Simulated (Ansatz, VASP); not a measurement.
# Si: VASP beside Ansatz

File POSCAR:

```
Si
1.0
   -2.3870772145      2.3870772145      1.3380687285
    2.3870772145     -2.3870772145      1.3380687285
    2.3870772145      2.3870772145     -1.3380687285
Si
2
Direct
    0.5000000000      0.5000000000      0.0000000000
    0.2500000000      0.7500000000      0.5000000000
```

File INCAR.step1:

```
SYSTEM = Si
PREC = Accurate
ENCUT = 520
EDIFF = 1E-5
ISMEAR = -1
SIGMA = 0.05
LREAL = .False.
LASPH = .True.
NELM = 60
ALGO = Normal
ISIF = 2
LWAVE = .True.
LCHARG = .False.
GGA = PE
NBANDS = 11
```

The input INCAR.step2:

```
SYSTEM = Si
PREC = Accurate
ENCUT = 520
EDIFF = 1E-6
ISMEAR = -1
SIGMA = 0.05
LREAL = .False.
LASPH = .True.
NELM = 60
ALGO = Normal
ISIF = 2
LWAVE = .False.
LCHARG = .False.
GGA = PE
LHFCALC = .True.
HFSCREEN = 0.2079
PRECFOCK = Normal
ISTART = 1
NBANDS = 11
```

KPOINTS

```
regular mesh
0
Gamma
  8 8 8
  0 0 0
```

File input:

```
crystal:
  lattice:
    - [-2.3870772145, 2.3870772145, 1.3380687285]
    - [2.3870772145, -2.3870772145, 1.3380687285]
    - [2.3870772145, 2.3870772145, -1.3380687285]
  atoms:
    - { symbol: Si, position: [0.5, 0.5, 0.0] }
    - { symbol: Si, position: [0.25, 0.75, 0.5] }
hamiltonian:
  xc: hse06
  pseudopotentials: { kind: paw }
kpoints:
  mp_grid: { grid: [8, 8, 8] }
scf:
  occupations: { method: fermi_dirac, width: 0.05 }
output:
  forces: true
  stress: true
  eigenvalues: true
```

Alike in both runs: task single point; functional HSE06; k mesh 8 × 8 × 8; occupations fermi-dirac, width 0.05 eV; no spin polarisation.

|  | VASP | Ansatz |
| --- | --- | --- |
| version | VASP 6.6.1 | Ansatz 0.2.0 |
| potentials or method | VASP PAW PBE potentials, release 64 (Si) | Ansatz PAW |
| plane-wave cutoff (eV) | 520 | 420 |
| valence electrons in the cell | 8 | 8 |

|  | VASP | Ansatz | Ansatz less VASP |
| --- | --- | --- | --- |
| gap on the k mesh at the Fermi level (eV) | none | none | - |
| pressure (GPa) | -1.2 | -0.9 | +0.34 |
| traceless stress, the component that is largest in VASP (GPa) | 2.12 | 2.01 | -0.114 |

A gap of «none» marks a metal or a gap that the smearing closes. With one functional, cell and mesh, what is left measures potentials, basis and numerics.
